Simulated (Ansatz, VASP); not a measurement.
## Two plane-wave programs on SrTiO3

```
CELL_PARAMETERS angstrom
3.89113 0.00000 0.00000
0.00000 3.89113 0.00000
0.00000 0.00000 3.89113
ATOMIC_POSITIONS crystal
Sr 0.00000 0.00000 0.00000
Ti 0.50000 0.50000 0.50000
O 0.50000 0.00000 0.50000
O 0.50000 0.50000 0.00000
O 0.00000 0.50000 0.50000
```

Alike in both runs: functional PBEsol; k mesh 8 × 8 × 8; occupations gaussian, width 0.02 eV; no spin polarisation.

Ansatz relaxed the structure, and its values are those at the end. VASP's run is a single point on that final structure, the one shown.

|  | VASP | Ansatz |
| --- | --- | --- |
| version | VASP 6.6.1 | Ansatz 0.2.0 |
| potentials or method | VASP PAW PBE potentials, release 64 (Sr_sv, Ti_sv, O), cutoff 520 eV | scalar-relativistic, plane waves, PAW |
| valence electrons in the cell | 40 | 40 |

|  | VASP | Ansatz | Ansatz less VASP |
| --- | --- | --- | --- |
| gap on the k mesh at the Fermi level (eV) | 1.82 | 1.85 | +0.032 |
| least direct gap on the mesh (eV) | 2.17 | 2.19 | +0.021 |
| pressure (GPa) | 0.7 | 0.0 | -0.67 |

VASP's potentials were made for PBE, not for PBEsol.
